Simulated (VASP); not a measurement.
Runs of VASP 6.6.1 on BN. The structure is that of space group P6_3/mmc (No. 194), or close to it. The cells are those of the table. 

```csv
cell,gap on the mesh (eV),pressure (GPa)
"a = 2.529, b = 2.529, c = 6.290 Å, angles 90.0, 90.0, 120.0°, 4 atoms",3.90,(c)
"a = 2.406, b = 2.406, c = 6.281 Å, angles 90.0, 90.0, 120.0°, 4 atoms",4.13,31.7
"a = 2.309, b = 2.309, c = 6.638 Å, angles 90.0, 90.0, 120.0°, 4 atoms",4.41,(a)
"a = 2.468, b = 2.468, c = 6.601 Å, angles 90.0, 90.0, 120.0°, 4 atoms",4.13,6.7
"a = 2.528, b = 2.528, c = 6.597 Å, angles 90.0, 90.0, 120.0°, 4 atoms",(b),-10.5
```

Alike in all rows: task single point; level LDA; potentials or basis VASP PAW LDA potentials, release 64 (B, N); no spin polarisation; k mesh 12 × 12 × 4; cutoff (eV) 520; smearing gaussian 0.05 eV.

Q: Fill in the values left out.

A: (a) 76.8; (b) 4.01; (c) -10.7.

A k mesh can miss the band edges.
